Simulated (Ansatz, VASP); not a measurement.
## Cu3O2: VASP beside Ansatz

File INCAR:

```
SYSTEM = Cu3O2
PREC = Accurate
ENCUT = 520
EDIFF = 1E-6
ISMEAR = 0
SIGMA = 0.15
LREAL = .FALSE.
LASPH = .TRUE.
NELM = 60
ALGO = Normal
ISIF = 2
LWAVE = .FALSE.
LCHARG = .FALSE.
GGA = PE
NBANDS = 30
```

File KPOINTS:

```
Automatic mesh
0
G
  14 14 14
  0 0 0
```

The input POSCAR:

```
Cu3O2
1.0
   -1.9926500000      1.9926500000      3.7686000000
    1.9926500000     -1.9926500000      3.7686000000
    1.9926500000      1.9926500000     -3.7686000000
Cu O
3 2
Direct
    0.2500000000      0.7500000000      0.5000000000
    0.7500000000      0.2500000000      0.5000000000
    0.0000000000      0.0000000000      0.0000000000
    0.0000000000      0.5000000000      0.5000000000
    0.5000000000      0.0000000000      0.5000000000
```

Input for Ansatz:

```yaml
crystal:
  lattice:
    - [-1.99265, 1.99265, 3.7686]
    - [1.99265, -1.99265, 3.7686]
    - [1.99265, 1.99265, -3.7686]
  atoms:
    - { symbol: Cu, position: [0.25, 0.75, 0.5] }
    - { symbol: Cu, position: [0.75, 0.25, 0.5] }
    - { symbol: Cu, position: [0.0, 0.0, 0.0] }
    - { symbol: O, position: [0.0, 0.5, 0.5] }
    - { symbol: O, position: [0.5, 0.0, 0.5] }
basis:
  ecutwfc: 520.0
kpoints:
  mp_grid: { grid: [14, 14, 14] }
hamiltonian:
  xc: pbe
  pseudopotentials: { kind: paw, azcp: { folder: soft_1 } }
scf:
  occupations: { method: gaussian, width: 0.15 }
output:
  forces: true
  stress: true
  eigenvalues: true
```

Alike in both runs: task single point; functional PBE; k mesh 14 × 14 × 14; occupations gaussian, width 0.15 eV; no spin polarisation.

```csv
,VASP,Ansatz
version,VASP 6.6.1,Ansatz 0.2.0
potentials or method,"VASP PAW PBE potentials, release 64 (Cu, O), cutoff 520 eV","scalar-relativistic, plane waves, PAW"
valence electrons in the cell,45,69
```

VASP gave:

- gap on the k mesh at the Fermi level (eV): none
- pressure (GPa): -0.8
- traceless stress, the component that is largest in VASP (GPa): -6.72

Estimate Ansatz's values.

gap on the k mesh at the Fermi level (eV): none; pressure (GPa): -1.5; traceless stress, the component that is largest in VASP (GPa): -7.22.

A gap of «none» marks a metal or a gap that the smearing closes. With one functional, cell and mesh, what is left measures potentials, basis and numerics. VASP's potentials hold 45 valence electrons a cell and Ansatz's 69, so a difference there can come from the potentials and not from the codes.
